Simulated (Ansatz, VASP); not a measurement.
Given: the input of a run of Ansatz 0.2.0 on C.

Contents of input.yaml:

```yaml
crystal:
  lattice:
    - [0.0, 1.7592674508, 1.7592674508]
    - [1.7592674508, 0.0, 1.7592674508]
    - [1.7592674508, 1.7592674508, 0.0]
  atoms:
    - { symbol: C, position: [0.75, 0.75, 0.75] }
    - { symbol: C, position: [0.5, 0.5, 0.5] }
hamiltonian:
  xc: blyp
  pseudopotentials: { kind: paw }
kpoints:
  mp_grid: { grid: [13, 13, 13] }
scf:
  occupations: { method: fermi_dirac, width: 0.05 }
output:
  forces: true
  stress: true
  eigenvalues: true
```

Potentials or basis: Ansatz PAW.

The run is started by

```console
$ ansatz run input.yaml --threads 2 --pin off --max-ram 5120MiB --backend cpu --events-out ev --progress --plain --runs-dir out
```

Task: Translate it to VASP 6.6.1. Potentials there: VASP PAW PBE potentials, release 64 (C).

Result: As run (the cutoff follows the program's own potentials):

Contents of INCAR:

```
SYSTEM = C
PREC = Accurate ; ENCUT = 520
EDIFF = 1E-6 ; ISMEAR = -1
SIGMA = 0.05 ; LREAL = .FALSE.
LASPH = .TRUE. ; NELM = 60
ALGO = Normal ; ISIF = 2
LWAVE = .FALSE. ; LCHARG = .TRUE.
GGA = B5 ; ALDAX = 1.0
AGGAX = 1.0 ; AGGAC = 1.0
ALDAC = 0.0 ; LELF = .TRUE.
LVHAR = .TRUE. ; NBANDS = 11
```

The input KPOINTS:

```
regular mesh
0
G
  13 13 13
  0 0 0
```

POSCAR

```
C
1.0
    0.0000000000      1.7592674508      1.7592674508
    1.7592674508      0.0000000000      1.7592674508
    1.7592674508      1.7592674508      0.0000000000
C
2
Direct
    0.7500000000      0.7500000000      0.7500000000
    0.5000000000      0.5000000000      0.5000000000
```

Potentials or basis: VASP PAW PBE potentials, release 64 (C).

Run with:

```sh
$ cat potpaw_PBE.64/C/POTCAR > POTCAR
$ mpirun -np 1 vasp_std > vasp.out
```

Both were run:

|  | VASP | Ansatz | Ansatz less VASP |
| --- | --- | --- | --- |
| gap on the k mesh at the Fermi level (eV) | 4.57 | 4.57 | -0.007 |
| least direct gap on the mesh (eV) | 5.86 | 5.85 | -0.012 |

VASP's potentials were made for PBE, not for BLYP. The functional is the same, so the differences come from potentials, cutoffs and numerics.

Noted on Ansatz's run: Pulay correction over one GPa; odd divisions of the mesh miss points on the zone boundary, where band edges often lie, so the gap on the mesh can be too wide.
